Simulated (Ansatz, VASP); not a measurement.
## SnS7: VASP beside Ansatz

```
Sn S
1.0
     0.00000    4.14218    4.14218
     4.14218    0.00000    4.14218
     4.14218    4.14218    0.00000
Sn S
1 7
Direct
  0.00000 0.00000 0.00000
  0.50000 0.50000 0.50000
  0.00000 0.50000 0.00000
  0.50000 0.00000 0.00000
  0.00000 0.50000 0.50000
  0.50000 0.00000 0.50000
  0.00000 0.00000 0.50000
  0.50000 0.50000 0.00000
```

Change from the starting cell: species swapped into the SbPt7 type (Fm-3m, No. 225).

Alike in both runs: task relaxation of cell and atoms; functional PBE; k mesh 8 × 8 × 8; occupations gaussian, width 0.1 eV; no spin polarisation.

```csv
,VASP,Ansatz
version,VASP 6.6.1,Ansatz 0.2.0
potentials or method,"VASP PAW PBE potentials, release 64 (Sn_d, S), cutoff 600 eV","scalar-relativistic, plane waves, PAW"
valence electrons in the cell,56,56
```

Ansatz gave:

```
gap on the k mesh at the Fermi level, each at its own relaxed structure (eV) : none
relaxed volume (Å³/atom)                                                     : 17.71
relaxed length of the cell vector where the two differ most in proportion (Å)              : 5.851
```

Which values does VASP return?

gap on the k mesh at the Fermi level, each at its own relaxed structure (eV): none; relaxed volume (Å³/atom): 17.69; relaxed length of the cell vector where the two differ most in proportion (Å): 5.850.

A gap of «none» marks a metal or a gap that the smearing closes.
